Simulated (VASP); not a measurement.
# BaTiO3 (P1) in VASP: further runs

BaTiO3 is run at these levels: PBE, LDA; tasks: single point.

Everything below comes from runs of VASP 6.6.1. Logs are shortened: lines on timing, memory, paths and dates and some standing lists are left out, and cuts for length are marked.

## Step 1: The cell of the first run

The typed cell holds 10 atoms: a = 3.803 Å, b = 4.131 Å, c = 7.975 Å, α = 89.10°, β = 88.33°, γ = 89.36°.

## Step 2: Single point, PBE

Contents of INCAR:

```
PREC     = Accurate       # precision mode
ENCUT    = 520            # plane-wave cutoff, eV
EDIFF    = 1E-6           # SCF threshold, eV
ISMEAR   = -1             # smearing method
SIGMA    = 0.05           # smearing width, eV
LREAL    = False          # projectors in reciprocal space
LASPH    = True           # aspherical terms in the spheres
NELM     = 60             # most SCF steps
ALGO     = Normal         # electronic algorithm
ISIF     = 2              # what is computed and relaxed
LWAVE    = False          # write WAVECAR
LCHARG   = True           # write CHGCAR
GGA      = PE             # functional
LELF     = True           # ELF
LVHAR    = True         
NBANDS   = 51             # bands
```

Contents of KPOINTS:

```
Automatic mesh
0
Gamma
  3 3 2
```

Contents of POSCAR:

```
BaTiO3
1.0
   -3.8026815600     -0.0565824300     -0.0218151200
   -0.0219143800     -0.0316798600     -4.1303348800
   -0.1131648500     -7.9735119900     -0.0630727200
Ba Ti O
2 2 6
Direct
    0.0448632200      0.9091655200      0.4951147700
    0.0081490700      0.9218096000      0.0244139700
    0.4571922900      0.5205716900      0.2053866900
    0.5023170900      0.4706432600      0.7622527500
    0.4814408900      0.0399323300      0.2403903200
    0.4562898900      0.0729788900      0.6935651600
    0.5380255000      0.5405856500      0.4498035800
    0.5290554000      0.5579957200      0.0305001400
    0.9820232500      0.4573982800      0.2603804500
    0.0006434100      0.5089190600      0.8381921600
```

Potentials or basis: VASP PAW PBE potentials, release 64 (Ba_sv, Ti_sv, O).

Started as:

```
$ cat potpaw_PBE.64/Ba_sv/POTCAR potpaw_PBE.64/Ti_sv/POTCAR potpaw_PBE.64/O/POTCAR > POTCAR
$ mpirun -np 1 vasp_std > vasp.out
```

OUTCAR:

```text
PREC = Accurate
   ENCUT = 520
   EDIFF = 1E-6
   ISMEAR = -1
   LREAL = False
   LASPH = True
   NELM = 60
   ISIF = 2
   GGA = PE

 ion  position               nearest neighbor table
   1  0.045  0.909  0.495-   6 2.37   7 2.42   7 2.51   5 2.64   9 2.68   6 2.79   9 2.93   5 3.03
                            10 3.18   3 3.20   7 3.24   7 3.25   4 3.30   4 3.43   4 3.66   3 3.66
   2  0.008  0.922  0.024-  10 2.28   8 2.37   8 2.47   5 2.58   5 2.65   9 2.67   3 2.78  10 2.82
                             9 2.93   3 3.01   6 3.16   8 3.18   8 3.31   4 3.35   3 3.39   4 3.46
   3  0.457  0.521  0.205-   8 1.42   9 1.87   7 1.99   5 2.00   9 2.07   5 2.17   2 2.78   2 3.01
                             1 3.20   2 3.39   2 3.52   1 3.66   1 3.72
   4  0.502  0.471  0.762-   6 1.75  10 1.99  10 2.01   8 2.18   1 3.30   2 3.35   1 3.43   2 3.46
                             2 3.57   2 3.63   1 3.66   1 3.74
   5  0.481  0.040  0.240-   3 2.00   3 2.17   2 2.58   1 2.64   2 2.65   1 3.03
   6  0.456  0.073  0.694-   4 1.75   1 2.37   1 2.79   2 3.16
   7  0.538  0.541  0.450-   3 1.99   1 2.42   1 2.51   1 3.24   1 3.25
   8  0.529  0.558  0.031-   3 1.42   4 2.18   2 2.37   2 2.47   2 3.18   2 3.31
   9  0.982  0.457  0.260-   3 1.87   3 2.07   2 2.67   1 2.68   2 2.93   1 2.93
  10  0.001  0.509  0.838-   4 1.99   4 2.01   2 2.28   2 2.82   1 3.18

  LATTYP: Found a triclinic cell.
 ALAT       =     3.8031650658
 B/A-ratio  =     1.4681024078
 C/A-ratio  =     2.0968231186
 COS(alpha) =     0.0082486583
 COS(beta)  =     0.0291100464
 COS(gamma) =     0.6728993595

  Lattice vectors:

 A1 = (   3.8026815600,   0.0565824300,   0.0218151200)
 A2 = (   3.7807671800,   0.0249025700,  -4.1085197600)
 A3 = (   0.1131648500,   7.9735119900,   0.0630727200)

Analysis of symmetry for initial positions (statically):
=====================================================================
 Subroutine PRICEL returns:
 Original cell was already a primitive cell.

 Routine SETGRP: Setting up the symmetry group for a
 triclinic supercell.

 Subroutine GETGRP returns: Found  1 space group operations
 (whereof  1 operations were pure point group operations)
 out of a pool of  2 trial point group operations.

The static configuration has the point symmetry C_1 .

Analysis of symmetry for dynamics (positions and initial velocities):
=====================================================================
 Subroutine PRICEL returns:
 Original cell was already a primitive cell.

 Routine SETGRP: Setting up the symmetry group for a
 triclinic supercell.

[... 113 lines left out ...]
   POTIM  = 0.5000    time-step for ionic-motion
   TEBEG  =    0.0;   TEEND  =   0.0 temperature during run
   PSTRESS=    0.0 pullay stress
   NELECT =      80.0000    total number of electrons
   NUPDOWN=      -1.0000    fix difference up-down
   EMIN   =  10.00;   EMAX   =-10.00  energy-range for DOS
   EFERMI =   0.00;   METHOD = LEGACY
   ISMEAR =    -1;   SIGMA  =   0.05  broadening in eV -4-tet -1-fermi 0-gaus
   EFERMI_NEDOS =   21; number of points for ismear=-14 and -15
   IALGO  =     38    algorithm
   IMIX   =      4    mixing-type and parameters
     AMIX     =   0.40;   BMIX     =  1.00
     AMIX_MAG =   1.60;   BMIX_MAG =  1.00
  volume/ion in A,a.u.               =      12.52        84.49
  Fermi-wavevector in a.u.,A,eV,Ry     =   1.410068  2.664643 27.052360  1.988292
  Thomas-Fermi vector in A             =   2.532060
   LORBIT       =      0    0 simple, 1 ext, 2 COOP (PROOUT), +10 PAW based schemes
   GGA     = PE    functional components
   LHFCALC =     F    Hartree Fock is set to
   AEXX    =    0.0000 exact exchange contribution
   IVDW    =     0    specifies the selected vdW correction
   LEPSILON=     F    determine dielectric tensor
   LRPA    =     F    only Hartree local field effects (RPA)
 non-spin polarized calculation
  energy-cutoff  :      520.00
  volume of cell :      125.20
 maximum number of plane-waves:      3380
   NGX = 15   NGY = 15   NGZ = 29

 number of electron      79.9999992 magnetization

 Free energy of the ion-electron system (eV)
  ---------------------------------------------------
  ext. energy  EPLUGINS =         0.00000000
  ---------------------------------------------------
  free energy    TOTEN  =       -68.99573602 eV

  energy without entropy =      -68.99393137  energy(sigma->0) =      -68.99483369

 E-fermi :   5.3014     XC(G=0): -11.2639

 val. band max:        5.0686663099   @ k =   0.0000   0.0000   0.0000
 cond. band min:       5.5005507701   @ k =   0.0000   0.0000   0.5000
 fundamental gap:      0.4318844603
 Fermi energy:         5.3013543574

 k-point     1 :       0.0000    0.0000    0.0000
  band No.  band energies     occupation
      1     -53.2090      2.00000
      2     -51.1572      2.00000
      3     -29.6122      2.00000
      4     -29.4565      2.00000
      5     -29.4029      2.00000
      6     -29.1482      2.00000
[... 529 lines left out ...]
     50      11.2105      0.00000
     51      11.6231      0.00000

------------------------ aborting loop because EDIFF is reached ----------------------------------------

  FORCE on cell =-STRESS in cart. coord.  units (eV):
  Direction    XX          YY          ZZ          XY          YZ          ZX
  --------------------------------------------------------------------------------------
  -------------------------------------------------------------------------------------
  Total       26.6506151     50.8784774     18.2964536     -6.2238037     -0.3107016     -0.9508343
  in kB      341.0544369    651.1043147    234.1441903    -79.6475371     -3.9761247    -12.1680594
  external PRESSURE =     408.7676473 kB  Pullay stress =       0.0000000 kB

 VOLUME and BASIS-vectors are now :
 -----------------------------------------------------------------------------
  energy-cutoff  :      520.00
  volume of cell :      125.20
      direct lattice vectors                 reciprocal lattice vectors
    -3.802681560 -0.056582430 -0.021815120    -0.263035552  0.003722344  0.001367041
    -0.021914380 -0.031679860 -4.130334880     0.001360849  0.001896025 -0.242132882
    -0.113164850 -7.973511990 -0.063072720     0.001861172 -0.125449198  0.000952326

 POSITION                                       TOTAL-FORCE (eV/Angst)
 -----------------------------------------------------------------------------------
     -0.24655     -3.97914     -3.78736         2.209094      2.243189     -2.072882
     -0.05395     -0.22433     -3.80910         0.601735     -0.415409     -6.442172
     -1.77321     -1.68001     -2.17306         2.620957    -28.456697      5.078906
     -2.00673     -6.12116     -2.00295        -0.113315      1.978851      0.363029
     -1.85885     -1.94526     -0.19060        -0.243594      1.349213      1.728392
     -1.81521     -5.55828     -0.35513        -1.811244     -3.402100      0.260810
     -2.10869     -3.63408     -2.27291         0.276130     -5.508893      0.764182
     -2.02751     -0.29081     -2.31817        -2.744301     26.036657     -0.754222
     -3.77381     -2.14620     -1.92705        -0.348672      2.117584     -0.764609
     -0.10845     -6.69949     -2.15489        -0.446789      4.057607      1.838567
 -----------------------------------------------------------------------------------
    total drift:                                0.000081      0.002638     -0.000543

  FREE ENERGIE OF THE ION-ELECTRON SYSTEM (eV)
  ---------------------------------------------------
  free  energy   TOTEN  =       -68.9957360200 eV

  energy  without entropy=      -68.9939313689  energy(sigma->0) =      -68.99483369
```

It took 1.8 min on 1 thread of Intel Xeon Platinum 8259CL at 2.50GHz (Skylake/Cascade Lake), shared host; peak memory 0.24 GiB.

Results:

| Property | Result |
| --- | --- |
| Free energy | -68.9957 eV |
| Pressure | 40.9 GPa |
| Largest force | 29.025 eV/Å |
| Band gap on the k mesh | 0.43 eV (least direct gap 0.46 eV) |

Forces in eV/Å, atoms in the order of the input:
```
Ba    2.209   2.243  -2.073
Ba    0.602  -0.415  -6.442
Ti    2.621 -28.457   5.079
Ti   -0.113   1.979   0.363
O    -0.244   1.349   1.728
O    -1.811  -3.402   0.261
O     0.276  -5.509   0.764
O    -2.744  26.037  -0.754
O    -0.349   2.118  -0.765
O    -0.447   4.058   1.839
```

Levels at points of the mesh, in eV from the valence-band top:
| k point | band 36 | band 37 | band 38 | band 39 | band 40 | band 41 | band 42 | band 43 | band 44 | band 45 |
| --- | --- | --- | --- | --- | --- | --- | --- | --- | --- | --- |
| (0.00, 0.00, 0.00) | -1.31 | -1.26 | -1.18 | -0.48 | 0.00 | 0.47 | 1.53 | 2.13 | 2.31 | 2.48 |
| (0.00, 0.00, 0.50) | -1.47 | -1.27 | -1.17 | -0.47 | -0.03 | 0.43 | 1.53 | 2.12 | 2.26 | 2.46 |

Caveat: the k points lie up to 0.55 Å⁻¹ apart; atoms lie so close that the PAW spheres overlap strongly, which falsifies energies and pressures; spin-orbit coupling is left out, which moves the levels of the heavy elements; an odd mesh through Γ misses points on the zone boundary, where band edges can lie; forces of over 1 eV/Å act on the atoms, so gaps and moduli don't describe the material at rest. As with any semilocal functional, this PBE gap is likely too small.

## Step 3: Single point, LDA

Contents of INCAR:

```
SYSTEM = BaTiO3
PREC = Accurate
ENCUT = 600
EDIFF = 1E-6
ISMEAR = -1
SIGMA = 0.05
LREAL = .False.
LASPH = .True.
NELM = 120
ALGO = Normal
ISIF = 2
LWAVE = .False.
LCHARG = .False.
GGA = CA
NBANDS = 51
GGA_COMPAT = .False.
```

Contents of KPOINTS:

```
Automatic mesh
0
Gamma
  7 7 4
  0 0 0
```

POSCAR is that of step 2.

Potentials or basis: VASP PAW LDA potentials, release 64 (Ba_sv, Ti_sv, O).

Started as:

```
$ cat potpaw_LDA.64/Ba_sv/POTCAR potpaw_LDA.64/Ti_sv/POTCAR potpaw_LDA.64/O/POTCAR > POTCAR
$ mpirun -np 1 vasp_std > vasp.out
```

It took 21 min on 1 thread of Intel Xeon Platinum 8488C (Sapphire Rapids), shared host; peak memory 0.66 GiB.

Results (log left out):

```yaml
Free_energy: -77.8877 eV
Pressure: 29.7 GPa
Largest_force: 28.858 eV/Å
Band_gap_on_the_k_mesh: 0.30 eV (least direct gap 0.42 eV)
```

Forces on the atoms (eV/Å):
```
Ba    2.084   2.309  -1.977
Ba    0.582  -0.513  -6.119
Ti    2.534 -28.286   5.124
Ti   -0.088   1.880   0.561
O    -0.159   1.466   1.651
O    -1.759  -3.346   0.013
O     0.306  -5.156   0.684
O    -2.685  25.570  -0.813
O    -0.377   2.192  -0.889
O    -0.438   3.884   1.765
```

Stress tensor (GPa, compression positive):
```
22.37 -7.91 -1.35
-7.91 53.84 -0.97
-1.35 -0.97 12.76
```

Levels at points of the mesh, in eV from the valence-band top:
| k point | band 36 | band 37 | band 38 | band 39 | band 40 | band 41 | band 42 | band 43 | band 44 | band 45 |
| --- | --- | --- | --- | --- | --- | --- | --- | --- | --- | --- |
| (0.00, 0.00, 0.00) | -1.44 | -1.36 | -1.28 | -0.59 | -0.09 | 0.33 | 1.42 | 1.99 | 2.20 | 2.37 |
| (0.00, 0.00, 0.50) | -1.59 | -1.39 | -1.28 | -0.57 | -0.13 | 0.30 | 1.43 | 1.99 | 2.12 | 2.36 |

Caveat: atoms lie so close that the PAW spheres overlap strongly, which falsifies energies and pressures; the cell stands under pressure; spin-orbit coupling is left out, which moves the levels of the heavy elements; an odd mesh through Γ misses points on the zone boundary, where band edges can lie; forces of over 1 eV/Å act on the atoms, so gaps and moduli don't describe the material at rest.
